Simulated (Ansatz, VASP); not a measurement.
## SnSe: VASP beside Ansatz

```
Sn Se
1.0
     2.16843   -6.06026    0.00000
     2.16843    6.06026    0.00000
     0.00000    0.00000    4.33860
Sn Se
2 2
Direct
  0.87364 0.12636 0.25000
  0.12636 0.87364 0.75000
  0.63373 0.36627 0.25000
  0.36627 0.63373 0.75000
```

Alike in both runs: task single point; functional PBEsol; k mesh 8 × 8 × 6; occupations gaussian, width 0.05 eV; no spin polarisation.

```csv
,VASP,Ansatz
version,VASP 6.6.1,Ansatz 0.2.0
potentials or method,"VASP PAW PBE potentials, release 64 (Sn_d, Se), cutoff 520 eV","scalar-relativistic, plane waves, PAW"
valence electrons in the cell,40,60
```

```tsv
	VASP	Ansatz	Ansatz less VASP
gap on the k mesh at the Fermi level (eV)	0.40	0.41	+0.010
least direct gap on the mesh (eV)	0.57	0.57	0.000
pressure (GPa)	-5.0	-5.1	-0.02
traceless stress, the component that is largest in VASP (GPa)	-1.24	-1.25	-0.010
rms of the force components (eV/Å)	0.314	0.319	+0.0047
```

VASP's potentials were made for PBE, not for PBEsol. Atom by atom the forces differ by 0.005 eV/Å (rms over components). With one functional, cell and mesh, what is left measures potentials, basis and numerics. VASP's potentials hold 40 valence electrons a cell and Ansatz's 60, so a difference there can come from the potentials and not from the codes.
